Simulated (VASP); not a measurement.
Input of a VASP 6.6.1 run:

File INCAR:

```
SYSTEM = Na
PREC     = Accurate       ! precision mode
ENCUT    = 520            ! plane-wave cutoff, eV
EDIFF    = 1E-6           ! SCF threshold, eV
ISMEAR   = -1             ! smearing method
SIGMA    = 0.1            ! smearing width, eV
LREAL    = .False.        ! projectors in reciprocal space
LASPH    = .True.         ! aspherical terms in the spheres
NELM     = 60             ! most SCF steps
ALGO     = Normal         ! electronic algorithm
ISIF     = 2              ! what is computed and relaxed
LWAVE    = .False.        ! write WAVECAR
LCHARG   = .False.        ! write CHGCAR
GGA      = RP             ! functional
NBANDS   = 10             ! bands
```

KPOINTS

```
Automatic mesh
0
Gamma
  10 10 10
  0 0 0
```

The input POSCAR:

```
Na
1.0
    3.4889832441      0.0000000000      0.0000000000
    0.0000000000      3.4889832441      0.0000000000
    0.0000000000      0.0000000000      3.4889832441
Na
1
Direct
    0.0000000000      0.0000000000      0.0000000000
```

Potentials or basis: VASP PAW PBE potentials, release 64 (Na_pv).

Command:

```console
$ cat potpaw_PBE.64/Na_pv/POTCAR > POTCAR
$ mpirun -np 1 vasp_std > vasp.out
```

Predict the pressure.

0.0 GPa.

Caveat: the PAW data sets were made with another functional, which shifts forces and pressure a little.
